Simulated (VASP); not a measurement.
Input of a VASP 6.6.1 run:

Contents of POSCAR:

```
KI
1.0
    5.9161620490      0.0000000000      0.0000000000
   -2.9580810245      5.1235466273      0.0000000000
    0.0000000000      0.0000000000      6.8954285079
K I
2 2
Direct
    0.3333333333      0.6666666667     -0.0625000000
    0.6666666667      0.3333333333      0.4375000000
    0.3333333333      0.6666666667      0.4375000000
    0.6666666667      0.3333333333      0.9375000000
```

Contents of INCAR.step1:

```
PREC = Accurate ; ENCUT = 520
ISMEAR = 0 ; SIGMA = 0.01
LREAL = False ; LASPH = True
NELM = 100 ; NBANDS = 24
GGA = PE ; ALGO = Normal
EDIFF = 1E-4 ; LWAVE = True
LCHARG = False
```

File INCAR.step2:

```
PREC = Accurate ; ENCUT = 520
EDIFF = 1E-7 ; ISMEAR = 0
SIGMA = 0.01 ; LREAL = False
LASPH = True ; NELM = 100
ALGO = Normal ; ISIF = 2
LWAVE = False ; LCHARG = False
METAGGA = R2SCAN ; LMIXTAU = True
NBANDS = 24 ; ISTART = 1
```

The input KPOINTS:

```
regular mesh
0
Gamma
  6 6 4
```

Potentials or basis: VASP PAW PBE potentials, release 64 (K_sv, I).

Launch:

```bash
$ cat potpaw_PBE.64/K_sv/POTCAR potpaw_PBE.64/I/POTCAR > POTCAR
$ cp INCAR.step1 INCAR
$ mpirun -np 1 vasp_std > vasp.out
$ cp INCAR.step2 INCAR
$ mpirun -np 1 vasp_std > vasp.out
```

Problem. Estimate the band gap on the k mesh.

Solution. 4.41 eV.

Problem. Predict the pressure.

Solution. 0.7 GPa.

Stress tensor (GPa, compression positive):
```
0.63 0.00 0.00
0.00 0.63 0.00
0.00 0.00 0.79
```

Caveat: the structure was generated, so it needn't be the stable form of KI; the PAW data sets were made with another functional, which shifts forces and pressure a little; spin-orbit coupling is left out, which moves the levels of the heavy elements. A k mesh can miss the band edges.
